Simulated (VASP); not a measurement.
# CuO (Tenorite) (C2/c) in VASP: a series of runs

Aim: see how the results for CuO (Tenorite) move with the level of theory and the settings. Levels: BLYP, SVWN5. Tasks: single point.

All numbers are computed with VASP 6.6.1; they aren't measurements. Logs are shortened: lines on timing, memory, paths and dates and some standing lists are left out, and cuts for length are marked.

### Step 1. The cell of the first run

It takes space group C2/c (No. 15, monoclinic). The conventional cell has a = 4.652 Å, b = 3.400 Å, c = 5.094 Å, α = 90.00°, β = 99.54°, γ = 90.00°. Within 2.6 Å of Cu (site symmetry -1) lie 4 O at 1.94 to 1.95 Å. O (site symmetry 2) has 4 Cu at 1.94 to 1.95 Å within 2.6 Å.

### Step 2. Single point, BLYP

INCAR reads:

```
PREC = Accurate ; ENCUT = 520
EDIFF = 1E-6 ; ISMEAR = -1
SIGMA = 0.05 ; LREAL = F
LASPH = T ; NELM = 80
ALGO = Normal ; ISIF = 2
LWAVE = F ; LCHARG = T
GGA = B5 ; ALDAX = 1.0
AGGAX = 1.0 ; AGGAC = 1.0
ALDAC = 0.0 ; LELF = T
LVHAR = T ; NBANDS = 25
```

KPOINTS reads:

```
regular mesh
0
Gamma
  10 10 5
```

POSCAR reads:

```
CuO
1.0
    2.3261324123     -1.6998144190      0.0000000000
    2.3261324123      1.6998144190      0.0000000000
   -0.8443223728      0.0000000000      5.0239229397
Cu O
2 2
Direct
    0.5000000000      0.0000000000      0.5000000000
    0.0000000000      0.5000000000      0.0000000000
    0.4184000000      0.5816000000      0.7500000000
    0.5816000000      0.4184000000      0.2500000000
```

Potentials or basis: VASP PAW PBE potentials, release 64 (Cu, O).

Launch:

```console
cat potpaw_PBE.64/Cu/POTCAR potpaw_PBE.64/O/POTCAR > POTCAR
mpirun -np 1 vasp_std > vasp.out
```

OUTCAR:

```text
PREC = Accurate
   ENCUT = 520
   EDIFF = 1E-6
   ISMEAR = -1
   LREAL = F
   LASPH = T
   NELM = 80
   ISIF = 2
   GGA = B5

 ion  position               nearest neighbor table
   1  0.500  0.000  0.500-   3 1.94   4 1.94   4 1.95   3 1.95
   2  0.000  0.500  0.000-   4 1.94   3 1.94   4 1.95   3 1.95
   3  0.418  0.582  0.750-   2 1.94   1 1.94   2 1.95   1 1.95
   4  0.582  0.418  0.250-   1 1.94   2 1.94   2 1.95   1 1.95

  LATTYP: Found a base centered monoclinic cell.
 ALAT       =     4.6522648246
 B/A-ratio  =     0.7307470589
 C/A-ratio  =     1.0950317057
 COS(beta)  =    -0.1657361228

  Lattice vectors:

 A1 = (   2.3261324123,  -1.6998144190,   0.0000000000)
 A2 = (   2.3261324123,   1.6998144190,   0.0000000000)
 A3 = (  -0.8443223728,   0.0000000000,   5.0239229397)

Analysis of symmetry for initial positions (statically):
=====================================================================
 Subroutine PRICEL returns:
 Original cell was already a primitive cell.

 Routine SETGRP: Setting up the symmetry group for a
 base centered monoclinic supercell.

 Subroutine GETGRP returns: Found  4 space group operations
 (whereof  2 operations were pure point group operations)
 out of a pool of  4 trial point group operations.

The static configuration has the point symmetry S_2 .
 The point group associated with its full space group is C_2h.

Analysis of symmetry for dynamics (positions and initial velocities):
=====================================================================
 Subroutine PRICEL returns:
 Original cell was already a primitive cell.

 Routine SETGRP: Setting up the symmetry group for a
 base centered monoclinic supercell.

 Subroutine GETGRP returns: Found  4 space group operations
 (whereof  2 operations were pure point group operations)
 out of a pool of  4 trial point group operations.

The dynamic configuration has the point symmetry S_2 .
 The point group associated with its full space group is C_2h.

 Subroutine INISYM returns: Found  4 space group operations
 (whereof  2 operations are pure point group operations),
 and found     1 'primitive' translations

----------------------------------------------------------------------------------------

                                     Primitive cell

[... 91 lines left out ...]
   LASPH  =      T    aspherical Exc in radial PAW
   ENCUT  =  520.0 eV  38.22 Ry    6.18 a.u.   5.36  5.36  9.47*2*pi/ulx,y,z
   NELM   =     80;   NELMIN=  2; NELMDL= -5     # of ELM steps
   EDIFF  = 0.1E-05   stopping-criterion for ELM
   LREAL  =      F    real-space projection
   EDIFFG = 0.1E-04   stopping-criterion for IOM
   NSW    =      0    number of steps for IOM
   IBRION =     -1    ionic relax: 0-MD 1-quasi-New 2-CG
   NFREE  =      0    steps in history (QN), initial steepest desc. (CG)
   ISIF   =      2    stress and relaxation
   ISYM   =      2    0-nonsym 1-usesym 2-fastsym
   POTIM  = 0.5000    time-step for ionic-motion
   TEBEG  =    0.0;   TEEND  =   0.0 temperature during run
   PSTRESS=    0.0 pullay stress
   NELECT =      34.0000    total number of electrons
   NUPDOWN=      -1.0000    fix difference up-down
   EMIN   =  10.00;   EMAX   =-10.00  energy-range for DOS
   EFERMI =   0.00;   METHOD = LEGACY
   ISMEAR =    -1;   SIGMA  =   0.05  broadening in eV -4-tet -1-fermi 0-gaus
   EFERMI_NEDOS =   21; number of points for ismear=-14 and -15
   IALGO  =     38    algorithm
   IMIX   =      4    mixing-type and parameters
     AMIX     =   0.40;   BMIX     =  1.00
     AMIX_MAG =   1.60;   BMIX_MAG =  1.00
  volume/ion in A,a.u.               =       9.93        67.03
  Fermi-wavevector in a.u.,A,eV,Ry     =   1.554288  2.937178 32.869108  2.415811
  Thomas-Fermi vector in A             =   2.658396
   LORBIT       =      0    0 simple, 1 ext, 2 COOP (PROOUT), +10 PAW based schemes
   GGA     = B5    functional components
   LHFCALC =     F    Hartree Fock is set to
   AEXX    =    0.0000 exact exchange contribution
   IVDW    =     0    specifies the selected vdW correction
   LEPSILON=     F    determine dielectric tensor
   LRPA    =     F    only Hartree local field effects (RPA)
 non-spin polarized calculation
  energy-cutoff  :      520.00
  volume of cell :       39.73
 maximum number of plane-waves:      1097
 NGX is ok and might be reduce to    24
   NGX = 11   NGY = 11   NGZ = 19

 number of electron      33.9999991 magnetization

 Free energy of the ion-electron system (eV)
  ---------------------------------------------------
  ext. energy  EPLUGINS =         0.00000000
  ---------------------------------------------------
  free energy    TOTEN  =       -17.84251238 eV

  energy without entropy =      -17.82355357  energy(sigma->0) =      -17.83303298

 E-fermi :   6.3381     XC(G=0): -11.4910

 val. band max:        6.3228450057   @ k =  -0.4000   0.2000   0.4000
 cond. band min:       6.3454761044   @ k =   0.5000   0.1000   0.2000
 fundamental gap:      0.0226310987
 Fermi energy:         6.3381012587

 k-point     1 :       0.0000    0.0000    0.0000
  band No.  band energies     occupation
      1     -13.6679      2.00000
      2     -12.2964      2.00000
      3      -1.9273      2.00000
      4       0.6309      2.00000
      5       1.0261      2.00000
      6       2.8978      2.00000
[... 661 lines left out ...]
     24      20.0377      0.00000
     25      21.1526      0.00000

 [... further k-points ...]

------------------------ aborting loop because EDIFF is reached ----------------------------------------

  FORCE on cell =-STRESS in cart. coord.  units (eV):
  Direction    XX          YY          ZZ          XY          YZ          ZX
  --------------------------------------------------------------------------------------
  -------------------------------------------------------------------------------------
  Total        4.3872992      4.2594578      4.5213011      0.0000000      0.0000000     -0.4750047
  in kB      176.9289619    171.7734342    182.3329261      0.0000000      0.0000000    -19.1557666
  external PRESSURE =     177.0117741 kB  Pullay stress =       0.0000000 kB

 VOLUME and BASIS-vectors are now :
 -----------------------------------------------------------------------------
  energy-cutoff  :      520.00
  volume of cell :       39.73
      direct lattice vectors                 reciprocal lattice vectors
     2.326132412 -1.699814419  0.000000000     0.214949071 -0.294149758  0.036124421
     2.326132412  1.699814419  0.000000000     0.214949071  0.294149758  0.036124421
    -0.844322373  0.000000000  5.023922940     0.000000000  0.000000000  0.199047639

 POSITION                                       TOTAL-FORCE (eV/Angst)
 -----------------------------------------------------------------------------------
      0.74091     -0.84991      2.51196        -0.000000     -0.000000      0.000000
      1.16307      0.84991      0.00000        -0.000000     -0.000000      0.000000
      1.69289      0.27741      3.76794        -0.000000     -0.105740      0.000000
      2.11505     -0.27741      1.25598         0.000000      0.105740     -0.000000
 -----------------------------------------------------------------------------------
    total drift:                                0.000000     -0.000000     -0.000000

  FREE ENERGIE OF THE ION-ELECTRON SYSTEM (eV)
  ---------------------------------------------------
  free  energy   TOTEN  =       -17.8425123844 eV

  energy  without entropy=      -17.8235535658  energy(sigma->0) =      -17.83303298
```

Wall time 1.9 min (1 thread of Intel Xeon Platinum 8375C at 2.90GHz (Ice Lake), shared host); peak memory 0.24 GiB.

What came out:

```
Free energy            : -17.8425 eV
Pressure               : 17.7 GPa
Largest force          : 0.106 eV/Å
Band gap on the k mesh : zero (band 17 reaches 6.60 eV, above the bottom of band 18 at 6.00 eV)
```

Forces on the atoms (eV/Å):
```
Cu   0.000  0.000  0.000
Cu   0.000  0.000  0.000
O    0.000 -0.106  0.000
O    0.000  0.106  0.000
```

Stress tensor (GPa, compression positive):
```
17.69  0.00 -1.92
 0.00 17.18  0.00
-1.92  0.00 18.23
```

Caveat: the PAW data sets were made with another functional, which shifts forces and pressure a little; semilocal functionals often make such compounds metallic where correlation or magnetic order opens a gap, which also shifts bond lengths. With open d or f shells a metallic result of BLYP can be an artefact of self-interaction; +U or a hybrid may open a gap.

### Step 3. Single point, SVWN5

INCAR reads:

```
ALGO     = Normal         # electronic algorithm
EDIFF    = 1E-6           # SCF threshold, eV
ENCUT    = 520            # plane-wave cutoff, eV
GGA      = VW             # functional
ISIF     = 2              # what is computed and relaxed
ISMEAR   = -1             # smearing method
LASPH    = True           # aspherical terms in the spheres
LCHARG   = True           # write CHGCAR
LELF     = True           # ELF
LREAL    = False          # projectors in reciprocal space
LVHAR    = True         
LWAVE    = False          # write WAVECAR
NBANDS   = 25             # bands
NELM     = 60             # most SCF steps
PREC     = Accurate       # precision mode
SIGMA    = 0.05           # smearing width, eV
```

KPOINTS reads:

```
k-points
0
Gamma
  10 10 5
```

POSCAR is that of step 2.

Potentials or basis: VASP PAW PBE potentials, release 64 (Cu, O).

Launch:

```console
cat potpaw_PBE.64/Cu/POTCAR potpaw_PBE.64/O/POTCAR > POTCAR
mpirun -np 1 vasp_std > vasp.out
```

Run time: 78 s. Hardware: 1 thread of Intel Xeon Platinum 8375C at 2.90GHz (Ice Lake), shared host; peak memory 0.23 GiB.

The run converged. Its results:

```
Free energy            : -23.1361 eV
Pressure               : -5.6 GPa
Largest force          : 0.371 eV/Å
Band gap on the k mesh : zero (band 17 reaches 5.80 eV, above the bottom of band 18 at 5.19 eV)
```

Forces in eV/Å, atoms in the order of the input:
```
Cu   0.000  0.000  0.000
Cu   0.000  0.000  0.000
O    0.000 -0.371  0.000
O    0.000  0.371  0.000
```

Stress tensor (GPa, compression positive):
```
-6.29  0.00 -0.24
 0.00 -2.71  0.00
-0.24  0.00 -7.70
```

Levels at points of the mesh, in eV from the Fermi level:
| k point | band 15 | band 16 | band 17 | band 18 | band 19 | band 20 |
| --- | --- | --- | --- | --- | --- | --- |
| (0.00, 0.00, 0.00) | -2.22 | -1.68 | 0.23 | 0.96 | 1.82 | 6.00 |
| (0.50, 0.00, 0.00) | -1.53 | -1.44 | 0.00 | 0.25 | 4.75 | 6.33 |
| (0.50, 0.50, 0.00) | -1.70 | -1.24 | -0.66 | 1.09 | 3.21 | 7.04 |

Caveat: the PAW data sets were made with another functional, which shifts forces and pressure a little; semilocal functionals often make such compounds metallic where correlation or magnetic order opens a gap, which also shifts bond lengths.

### Step 4. Single point, BLYP

This run uses another cell than the first one, of 10.13 Å³/atom, 1.020 times its volume.

INCAR reads:

```
  PREC = Accurate
  ENCUT = 520
  EDIFF = 1E-6
  ISMEAR = -1
  SIGMA = 0.05
  LREAL = False
  LASPH = True
  NELM = 80
  ALGO = Normal
  ISIF = 2
  LWAVE = False
  LCHARG = False
  GGA = B5
  ALDAX = 1.0
  AGGAX = 1.0
  AGGAC = 1.0
  ALDAC = 0.0
  NBANDS = 25
```

KPOINTS reads:

```
Automatic mesh
0
Gamma
  10 10 5
```

POSCAR reads:

```
CuO
1.0
    2.3418500000     -1.7113000000      0.0000000000
    2.3418500000      1.7113000000      0.0000000000
   -0.8500274268      0.0000000000      5.0578693947
Cu O
2 2
Direct
    0.5000000000      0.0000000000      0.5000000000
    0.0000000000      0.5000000000      0.0000000000
    0.4184000000      0.5816000000      0.7500000000
    0.5816000000      0.4184000000      0.2500000000
```

Potentials or basis: VASP PAW PBE potentials, release 64 (Cu, O).

Launch:

```console
cat potpaw_PBE.64/Cu/POTCAR potpaw_PBE.64/O/POTCAR > POTCAR
mpirun -np 1 vasp_std > vasp.out
```

OUTCAR:

```text
PREC = Accurate
   ENCUT = 520
   EDIFF = 1E-6
   ISMEAR = -1
   LREAL = False
   LASPH = True
   NELM = 80
   ISIF = 2
   GGA = B5

 ion  position               nearest neighbor table
   1  0.500  0.000  0.500-   3 1.95   4 1.95   4 1.96   3 1.96
   2  0.000  0.500  0.000-   4 1.95   3 1.95   4 1.96   3 1.96
   3  0.418  0.582  0.750-   2 1.95   1 1.95   2 1.96   1 1.96
   4  0.582  0.418  0.250-   1 1.95   2 1.95   2 1.96   1 1.96

  LATTYP: Found a base centered monoclinic cell.
[... 875 lines left out ...]
  Direction    XX          YY          ZZ          XY          YZ          ZX
  --------------------------------------------------------------------------------------
  -------------------------------------------------------------------------------------
  Total        3.3322635      3.4790635      3.3338251      0.0000000      0.0000000     -0.3494393
  in kB      131.6943317    137.4960119    131.7560503      0.0000000      0.0000000    -13.8101838
  external PRESSURE =     133.6487980 kB  Pullay stress =       0.0000000 kB

 VOLUME and BASIS-vectors are now :
 -----------------------------------------------------------------------------
  energy-cutoff  :      520.00
  volume of cell :       40.54
      direct lattice vectors                 reciprocal lattice vectors
     2.341850000 -1.711300000  0.000000000     0.213506416 -0.292175539  0.035881968
     2.341850000  1.711300000  0.000000000     0.213506416  0.292175539  0.035881968
    -0.850027427  0.000000000  5.057869395     0.000000000  0.000000000  0.197711709

 POSITION                                       TOTAL-FORCE (eV/Angst)
 -----------------------------------------------------------------------------------
      0.74591     -0.85565      2.52893         0.000000      0.000000      0.000000
      1.17092      0.85565      0.00000         0.000000      0.000000      0.000000
      1.70433      0.27928      3.79340        -0.000000     -0.174861      0.000000
      2.12934     -0.27928      1.26447         0.000000      0.174861     -0.000000
 -----------------------------------------------------------------------------------
    total drift:                                0.000000      0.000000     -0.000000

  FREE ENERGIE OF THE ION-ELECTRON SYSTEM (eV)
  ---------------------------------------------------
  free  energy   TOTEN  =       -17.9219329157 eV

  energy  without entropy=      -17.9027049005  energy(sigma->0) =      -17.91231891
```

OSZICAR:

```text
N       E                     dE             d eps       ncg     rms          rms(c)
DAV:   1     0.300444242770E+03    0.30044E+03   -0.16388E+04  7474   0.217E+03
DAV:   2     0.127989457747E+02   -0.28765E+03   -0.26491E+03  7199   0.399E+02
DAV:   3    -0.233400992306E+02   -0.36139E+02   -0.34214E+02  8643   0.157E+02
DAV:   4    -0.245713551510E+02   -0.12313E+01   -0.12246E+01  8651   0.311E+01
DAV:   5    -0.245964829182E+02   -0.25128E-01   -0.25119E-01  9205   0.397E+00    0.180E+01
DAV:   6    -0.212871588803E+02    0.33093E+01   -0.36646E+01  9973   0.149E+02    0.131E+01
DAV:   7    -0.178477234240E+02    0.34394E+01   -0.10142E+01  8585   0.115E+02    0.263E+00
DAV:   8    -0.179581768351E+02   -0.11045E+00   -0.16210E+00  7559   0.887E+00    0.163E+00
DAV:   9    -0.179283102683E+02    0.29867E-01   -0.61474E-02 12342   0.728E+00    0.602E-01
DAV:  10    -0.179223982675E+02    0.59120E-02   -0.15546E-02 11087   0.261E+00    0.323E-01
DAV:  11    -0.179218910579E+02    0.50721E-03   -0.72221E-03  9816   0.720E-01    0.482E-02
DAV:  12    -0.179219159457E+02   -0.24888E-04   -0.22345E-04  8611   0.161E-01    0.245E-02
DAV:  13    -0.179219362310E+02   -0.20285E-04   -0.46176E-05 10314   0.802E-02    0.127E-02
DAV:  14    -0.179219327917E+02    0.34393E-05   -0.38428E-06  8797   0.460E-02    0.240E-03
DAV:  15    -0.179219329157E+02   -0.12404E-06   -0.20842E-06  5074   0.151E-02
   1 F= -.17921933E+02 E0= -.17912319E+02  d E =-.192280E-01
```

Wall time 1.7 min (1 thread of Intel Xeon Platinum 8375C at 2.90GHz (Ice Lake), shared host); peak memory 0.25 GiB.

Results:

| Item | Value |
| --- | --- |
| Free energy | -17.9219 eV |
| Pressure | 13.4 GPa |
| Largest force | 0.175 eV/Å |
| Band gap on the k mesh | zero (band 17 reaches 6.31 eV, above the bottom of band 18 at 5.72 eV) |

Forces in eV/Å, atoms in the order of the input:
```
Cu   0.000  0.000  0.000
Cu   0.000  0.000  0.000
O    0.000 -0.175  0.000
O    0.000  0.175  0.000
```

Caveat: the PAW data sets were made with another functional, which shifts forces and pressure a little; semilocal functionals often make such compounds metallic where correlation or magnetic order opens a gap, which also shifts bond lengths.

### Step 5. Single point, SVWN5

This run uses another cell than the first one, of 10.13 Å³/atom, 1.020 times its volume.

INCAR reads:

```
SYSTEM = CuO
  ALGO = Normal
  EDIFF = 1E-6
  ENCUT = 520
  GGA = VW
  ISIF = 2
  ISMEAR = -1
  LASPH = .TRUE.
  LCHARG = .FALSE.
  LREAL = .FALSE.
  LWAVE = .FALSE.
  NBANDS = 25
  NELM = 60
  PREC = Accurate
  SIGMA = 0.05
```

KPOINTS reads:

```
k-points
0
G
  10 10 5
  0 0 0
```

POSCAR is that of step 4.

Launch:

```console
cat potpaw_PBE.64/Cu/POTCAR potpaw_PBE.64/O/POTCAR > POTCAR
mpirun -np 1 vasp_std > vasp.out
```

Run time: 91 s. Hardware: 1 thread of Intel Xeon Platinum 8375C at 2.90GHz (Ice Lake), shared host; peak memory 0.23 GiB.

Results (log left out):

* Free energy: -23.1002 eV
* Pressure: -9.0 GPa
* Largest force: 0.434 eV/Å
* Band gap on the k mesh: zero (band 17 reaches 5.52 eV, above the bottom of band 18 at 4.91 eV)

Forces on the atoms (eV/Å):
```
Cu   0.000  0.000  0.000
Cu   0.000  0.000  0.000
O    0.000 -0.434  0.000
O    0.000  0.434  0.000
```

Stress tensor (GPa, compression positive):
```
 -9.93   0.00   0.24
  0.00  -5.40   0.00
  0.24   0.00 -11.81
```

Levels at points of the mesh, in eV from the Fermi level:
```csv
k point,band 13,band 14,band 15,band 16,band 17,band 18,band 19,band 20,band 21,band 22
"(0.00, 0.00, 0.00)",-2.38,-2.21,-2.15,-1.64,0.23,0.95,1.74,5.98,8.08,13.21
"(0.50, 0.00, 0.00)",-2.02,-1.58,-1.48,-1.40,0.00,0.25,4.76,6.25,6.90,11.00
"(0.50, 0.50, 0.00)",-2.13,-2.12,-1.69,-1.20,-0.64,1.07,3.27,6.96,8.42,9.92
```

Caveat: the PAW data sets were made with another functional, which shifts forces and pressure a little; semilocal functionals often make such compounds metallic where correlation or magnetic order opens a gap, which also shifts bond lengths.

### Step 6. Summary

| level | cell | gap on the mesh (eV) | pressure (GPa) | largest force (eV/Å) |
| --- | --- | --- | --- | --- |
| BLYP | a = 2.881, b = 2.881, c = 5.094 Å, angles 97.7, 97.7, 72.3°, 4 atoms | none | 17.7 | 0.11 |
| SVWN5 | a = 2.881, b = 2.881, c = 5.094 Å, angles 97.7, 97.7, 72.3°, 4 atoms | none | -5.6 | 0.37 |
| BLYP | a = 2.900, b = 2.900, c = 5.129 Å, angles 97.7, 97.7, 72.3°, 4 atoms | none | 13.4 | 0.17 |
| SVWN5 | a = 2.900, b = 2.900, c = 5.129 Å, angles 97.7, 97.7, 72.3°, 4 atoms | none | -9.0 | 0.43 |

Alike in all rows: task single point; potentials or basis VASP PAW PBE potentials, release 64 (Cu, O); no spin polarisation; k mesh 10 × 10 × 5; cutoff (eV) 520; smearing fermi-dirac 0.05 eV.

Caveats: the PAW data sets were made with another functional, which shifts forces and pressure a little; semilocal functionals often make such compounds metallic where correlation or magnetic order opens a gap, which also shifts bond lengths.

Total energies depend on the potentials used, so only differences within one code and one set of settings carry meaning.
